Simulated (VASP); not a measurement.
Write the native input for VASP 6.6.1 that does the following.

| Property | Result |
| --- | --- |
| Task | single point |
| Functional | r2SCAN |
| Potentials or basis | VASP PAW PBE potentials, release 64 (Si, Ni) |
| Cutoff | 520 eV |
| k mesh | 12 × 12 × 10 |
| Occupations | gaussian, width 0.15 eV |
| Spin | no spin polarisation |
| Dipole correction | no |
| Further INCAR settings | ALGO = Normal; EDIFF = 1e-06; NBANDS = 33 |

SiNi2:

```
CELL_PARAMETERS angstrom
3.75346 0.00000 0.00000
-1.87673 3.25059 0.00000
0.00000 0.00000 5.00071
ATOMIC_POSITIONS crystal
Si 0.33333 0.66667 0.75000
Si 0.66667 0.33333 0.25000
Ni 0.00000 0.00000 0.00000
Ni 0.00000 0.00000 0.50000
Ni 0.33333 0.66667 0.25000
Ni 0.66667 0.33333 0.75000
```

This cell differs from its parent crystal: strain -0.030 along x and y, +0.015 along z.

The input as run:

POSCAR

```
SiNi2
1.0
    3.7534591383      0.0000000000      0.0000000000
   -1.8767295691      3.2505909658      0.0000000000
    0.0000000000      0.0000000000      5.0007133382
Si Ni
2 4
Direct
    0.3333333333      0.6666666667      0.7500000000
    0.6666666667      0.3333333333      0.2500000000
    0.0000000000      0.0000000000      0.0000000000
    0.0000000000      0.0000000000      0.5000000000
    0.3333333333      0.6666666667      0.2500000000
    0.6666666667      0.3333333333      0.7500000000
```

INCAR.step1

```
PREC     = Accurate       # precision mode
ENCUT    = 520            # plane-wave cutoff, eV
ISMEAR   = 0              # smearing method
SIGMA    = 0.15           # smearing width, eV
LREAL    = F              # projectors in reciprocal space
LASPH    = T              # aspherical terms in the spheres
NELM     = 100            # most SCF steps
NBANDS   = 33             # bands
GGA      = PE             # functional
ALGO     = Normal         # electronic algorithm
EDIFF    = 1E-4           # SCF threshold, eV
LWAVE    = T              # write WAVECAR
LCHARG   = F              # write CHGCAR
```

INCAR.step2

```
PREC     = Accurate       # precision mode
ENCUT    = 520            # plane-wave cutoff, eV
EDIFF    = 1E-6           # SCF threshold, eV
ISMEAR   = 0              # smearing method
SIGMA    = 0.15           # smearing width, eV
LREAL    = F              # projectors in reciprocal space
LASPH    = T              # aspherical terms in the spheres
NELM     = 100            # most SCF steps
ALGO     = Normal         # electronic algorithm
ISIF     = 2              # what is computed and relaxed
LWAVE    = F              # write WAVECAR
LCHARG   = T              # write CHGCAR
METAGGA  = R2SCAN         # meta-GGA
LMIXTAU  = T            
LELF     = T              # ELF
LVHAR    = T            
NBANDS   = 33             # bands
ISTART   = 1
```

KPOINTS

```
Automatic mesh
0
Gamma
  12 12 10
```

Potentials or basis: VASP PAW PBE potentials, release 64 (Si, Ni).

Command:

```bash
$ cat potpaw_PBE.64/Si/POTCAR potpaw_PBE.64/Ni/POTCAR > POTCAR
$ cp INCAR.step1 INCAR
$ mpirun -np 1 vasp_std > vasp.out
$ cp INCAR.step2 INCAR
$ mpirun -np 1 vasp_std > vasp.out
```

Results of the run:

| Quantity | Value |
| --- | --- |
| Pressure | 14.0 GPa |
| Band gap on the k mesh | zero (bands 24 and 25 overlap by 4.20 eV) |

Caveat: the cell differs from its parent crystal (strain -0.030 along x and y, +0.015 along z); the stress differs along the axes, from 3 to 19 GPa; the PAW data sets were made with another functional, which shifts forces and pressure a little.

Wall time 28 min on 1 thread of Oxide Virtual Turin-like Processor (shared host), peak memory 0.27 GiB.
